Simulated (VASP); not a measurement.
# BiB: single point with r2SCAN

The system is BiB.

```
B Bi
1.0
     3.37013    0.00000    0.00000
     0.00000    3.37013    0.00000
     0.00000    0.00000    3.37013
B Bi
1 1
Direct
  0.00000 0.00000 0.00000
  0.50000 0.50000 0.50000
```

* Program: VASP 6.6.1
* Task: single point
* Functional: r2SCAN
* Potentials or basis: VASP PAW PBE potentials, release 64 (B, Bi_d)
* Cutoff: 520 eV
* k mesh: 8 × 8 × 8
* Occupations: fermi-dirac, width 0.02 eV
* Spin: no spin polarisation
* Dipole correction: no
* Further INCAR settings: ALGO = Normal; EDIFF = 1e-06; NBANDS = 16

```yaml
Pressure: 0.1 GPa
Band_gap_on_the_k_mesh: zero (band 9 reaches 9.95 eV, above the bottom of band 10 at 5.54 eV)
```

Levels at points of the mesh, in eV from the Fermi level:
| k point | band 5 | band 6 | band 7 | band 8 | band 9 | band 10 | band 11 | band 12 | band 13 | band 14 |
| --- | --- | --- | --- | --- | --- | --- | --- | --- | --- | --- |
| (0.00, 0.00, 0.00) | -23.74 | -14.72 | -2.86 | -0.82 | -0.82 | -0.82 | 6.14 | 6.14 | 8.06 | 8.06 |
| (0.50, 0.00, 0.00) | -23.74 | -12.46 | -9.03 | 2.01 | 2.07 | 2.07 | 2.34 | 3.40 | 3.40 | 8.33 |
| (0.50, 0.50, 0.00) | -23.66 | -10.45 | -5.78 | -5.57 | -5.57 | 2.50 | 5.46 | 5.65 | 5.65 | 10.55 |
| (0.50, 0.50, 0.50) | -23.66 | -8.73 | -4.57 | -2.35 | -2.35 | -2.35 | -1.21 | -1.21 | -1.21 | 16.42 |

It took 53 s on 1 thread of Intel(R) Xeon(R) Platinum 8375C CPU @ 2.90GHz (Ice Lake), with other jobs on the host, peak memory 0.17 GiB.

Caveat: the PAW data sets were made with another functional, which shifts forces and pressure a little; spin-orbit coupling is left out, which moves the levels of the heavy elements.
